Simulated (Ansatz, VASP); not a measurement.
**KMgF3: VASP beside Ansatz**

```
CELL_PARAMETERS angstrom
3.85337 0.00000 0.00000
0.00000 3.85337 0.00000
0.00000 0.00000 3.85337
ATOMIC_POSITIONS crystal
K 0.50000 0.50000 0.50000
Mg 0.00000 0.00000 0.00000
F 0.50000 0.00000 0.00000
F 0.00000 0.50000 0.00000
F 0.00000 0.00000 0.50000
```

Alike in both runs: task single point; functional LDA; k mesh 6 × 6 × 6; no spin polarisation.

|  | VASP | Ansatz |
| --- | --- | --- |
| version | VASP 6.6.1 | Ansatz 0.2.0 |
| potentials or method | VASP PAW LDA potentials, release 64 (K_sv, Mg, F), cutoff 520 eV | scalar-relativistic, plane waves, PAW |
| occupations | gaussian, width 0.01 eV | fixed |
| valence electrons in the cell | 32 | 40 |

```tsv
	VASP	Ansatz	Ansatz less VASP
gap on the k mesh at the Fermi level (eV)	7.77	7.80	+0.027
least direct gap on the mesh (eV)	8.09	8.11	+0.024
pressure (GPa)	3.1	4.0	+0.89
```

LDA's correlation is that of Perdew and Zunger in VASP and of Perdew and Wang (1992) in Ansatz. VASP's potentials hold 32 valence electrons a cell and Ansatz's 40, so a difference there can come from the potentials and not from the codes.
